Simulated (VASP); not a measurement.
# Zn (Fd-3m) in VASP: further runs, part 3 of 3

VASP 6.6.1. Earlier steps stand in the parts before.

## Step 5: Single point, PBE

This run uses another cell than the first one, of 24.96 Å³/atom.

Contents of INCAR:

```
  PREC = Accurate
  ENCUT = 500
  EDIFF = 1E-6
  ISMEAR = 1
  SIGMA = 0.05
  LREAL = F
  LASPH = T
  NELM = 120
  ALGO = Normal
  ISIF = 2
  LWAVE = F
  LCHARG = F
  GGA = PE
  NBANDS = 19
  GGA_COMPAT = F
```

Contents of KPOINTS:

```
Automatic mesh
0
Gamma
  7 7 7
```

Contents of POSCAR:

```
Zn
1.0
    0.0000000000      2.9225648674      2.9225648674
    2.9225648674      0.0000000000      2.9225648674
    2.9225648674      2.9225648674      0.0000000000
Zn
2
Direct
    1.0000000000      1.0000000000      1.0000000000
    0.2500000000      0.2500000000      0.2500000000
```

Potentials or basis: VASP PAW PBE potentials, release 64 (Zn).

Started as:

```bash
$ cat potpaw_PBE.64/Zn/POTCAR > POTCAR
$ mpirun -np 1 vasp_std > vasp.out
```

OUTCAR:

```text
PREC = Accurate
   ENCUT = 500
   EDIFF = 1E-6
   ISMEAR = 1
   LREAL = F
   LASPH = T
   NELM = 120
   ISIF = 2
   GGA = PE

 ion  position               nearest neighbor table
   1  0.000  0.000  0.000-   2 2.53   2 2.53   2 2.53   2 2.53
   2  0.250  0.250  0.250-   1 2.53   1 2.53   1 2.53   1 2.53

  LATTYP: Found a face centered cubic cell.
 ALAT       =     5.8451297348

  Lattice vectors:

 A1 = (   0.0000000000,   2.9225648674,   2.9225648674)
[... 622 lines left out ...]
------------------------ aborting loop because EDIFF is reached ----------------------------------------

  FORCE on cell =-STRESS in cart. coord.  units (eV):
  Direction    XX          YY          ZZ          XY          YZ          ZX
  --------------------------------------------------------------------------------------
  -------------------------------------------------------------------------------------
  Total        0.0321004      0.0321004      0.0321004      0.0000000      0.0000000      0.0000000
  in kB        1.0301445      1.0301445      1.0301445      0.0000000      0.0000000      0.0000000
  external PRESSURE =       1.0301445 kB  Pullay stress =       0.0000000 kB

 VOLUME and BASIS-vectors are now :
 -----------------------------------------------------------------------------
  energy-cutoff  :      500.00
  volume of cell :       49.93
      direct lattice vectors                 reciprocal lattice vectors
     0.000000000  2.922564867  2.922564867    -0.171082601  0.171082601  0.171082601
     2.922564867  0.000000000  2.922564867     0.171082601 -0.171082601  0.171082601
     2.922564867  2.922564867  0.000000000     0.171082601  0.171082601 -0.171082601

 POSITION                                       TOTAL-FORCE (eV/Angst)
 -----------------------------------------------------------------------------------
      0.00000      0.00000      0.00000        -0.000000     -0.000000     -0.000000
      1.46128      1.46128      1.46128         0.000000      0.000000      0.000000
 -----------------------------------------------------------------------------------
    total drift:                                0.000000      0.000000      0.000000

  FREE ENERGIE OF THE ION-ELECTRON SYSTEM (eV)
  ---------------------------------------------------
  free  energy   TOTEN  =        -1.2930300784 eV

  energy  without entropy=       -1.2927947754  energy(sigma->0) =       -1.29295164
```

stdout:

```text
POSCAR found type information on POSCAR Zn
 POSCAR found :  1 types and       2 ions
 scaLAPACK will be used
 LDA part: xc-table for (Slater+PW92), standard interpolation
 POSCAR, INCAR and KPOINTS ok, starting setup
 FFT: planning ... GRIDC
 FFT: planning ... GRID_SOFT
 FFT: planning ... GRID
 WAVECAR not read
 entering main loop
```

It took 12 s on 1 thread of Intel Xeon Platinum 8488C (Sapphire Rapids), shared host; peak memory 0.16 GiB.

Results:

* Free energy: -1.2930 eV
* Pressure: 0.1 GPa
* Band gap on the k mesh: zero (bands 12 and 13 overlap by 5.61 eV)

## Step 6: Relaxation of cell and atoms, PBE

This run uses another cell than the first one, of 19.90 Å³/atom.

Contents of INCAR:

```
SYSTEM = Zn
PREC     = Accurate       ! precision mode
ENCUT    = 500            ! plane-wave cutoff, eV
EDIFF    = 1E-7           ! SCF threshold, eV
ISMEAR   = 1              ! smearing method
SIGMA    = 0.05           ! smearing width, eV
LREAL    = .FALSE.        ! projectors in reciprocal space
LASPH    = .TRUE.         ! aspherical terms in the spheres
NELM     = 120            ! most SCF steps
ALGO     = Normal         ! electronic algorithm
ISIF     = 3              ! what is computed and relaxed
LWAVE    = .FALSE.        ! write WAVECAR
LCHARG   = .FALSE.        ! write CHGCAR
GGA      = PE             ! functional
IBRION   = 2              ! ionic algorithm
NSW      = 80             ! ionic steps
EDIFFG   = -0.01          ! ionic threshold
GGA_COMPAT= .FALSE.      
NELMIN   = 4
```

Contents of KPOINTS:

```
regular mesh
0
G
  7 7 7
  0 0 0
```

Contents of POSCAR:

```
Zn
1.0
    0.0000000000      2.7100000000      2.7100000000
    2.7100000000      0.0000000000      2.7100000000
    2.7100000000      2.7100000000      0.0000000000
Zn
2
Direct
    1.0000000000      1.0000000000      1.0000000000
    0.2500000000      0.2500000000      0.2500000000
```

Potentials or basis: VASP PAW PBE potentials, release 64 (Zn).

Started as:

```bash
$ cat potpaw_PBE.64/Zn/POTCAR > POTCAR
$ mpirun -np 1 vasp_std > vasp.out
```

Wall time 29 s (1 thread of Intel Xeon Platinum 8488C (Sapphire Rapids), shared host); peak memory 0.15 GiB.

The run converged. Its results:

* Free energy: -1.2865 eV
* Relaxed volume: 24.88 Å³/atom
* Relaxed cell: a = 4.129 Å, b = 4.129 Å, c = 4.129 Å, α = 60.00°, β = 60.00°, γ = 60.00°
* Space group after relaxing (to 0.1 Å): Fd-3m (No. 227)
* Energy gained by relaxing: 133.5 meV/atom
* Ionic steps: 4
* Pressure after relaxing: 0.0 GPa
* Band gap on the k mesh: zero (bands 12 and 13 overlap by 5.63 eV)

Step by step:
```csv
step,energy change (eV),largest force (eV/Å),pressure (GPa),volume (Å³)
1,0.0000,0.0000,10.43,39.81
2,-0.2587,0.0000,1.29,47.74
3,-0.2667,0.0000,-0.21,50.12
4,-0.2669,0.0000,0.01,49.76
```

Final structure:
```xyz
2
Lattice="0.0000 2.9193 2.9193 2.9193 0.0000 2.9193 2.9193 2.9193 0.0000" Properties=species:S:1:pos:R:3 pbc="T T T"
Zn    0.0000    0.0000    0.0000
Zn    1.4597    1.4597    1.4597
```

Levels at points of the mesh, in eV from the Fermi level:
| k point | band 8 | band 9 | band 10 | band 11 | band 12 | band 13 | band 14 | band 15 | band 16 |
| --- | --- | --- | --- | --- | --- | --- | --- | --- | --- |
| (0.00, 0.00, 0.00) | -6.79 | -6.79 | -6.60 | -6.60 | 5.28 | 5.28 | 5.28 | 6.76 | 6.76 |

Caveat: the volume moved by over 15 % at a fixed basis, so the end points are rough.

## Step 7: Overview

| task | cell | gap on the mesh (eV) | pressure (GPa) |
| --- | --- | --- | --- |
| single point | a = 3.423 Å, angles 60.0°, 2 atoms | none | 61.3 |
| single point | a = 3.527 Å, angles 60.0°, 2 atoms | none | 41.0 |
| single point | a = 3.692 Å, angles 60.0°, 2 atoms | none | 20.5 |
| single point | a = 4.133 Å, angles 60.0°, 2 atoms | none | 0.1 |
| relaxation of cell and atoms | relaxed from a = 3.833 Å, angles 60.0°, 2 atoms | none | 0.0 |

Alike in all rows: level PBE; potentials or basis VASP PAW PBE potentials, release 64 (Zn); no spin polarisation; k mesh 7 × 7 × 7; cutoff (eV) 500; smearing methfessel-paxton 0.05 eV.

Caveats: the cell stands under pressure (at least some runs); the volume moved by over 15 % at a fixed basis, so the end points are rough (at least some runs).

Total energies depend on the potentials used, so only differences within one code and one set of settings carry meaning.
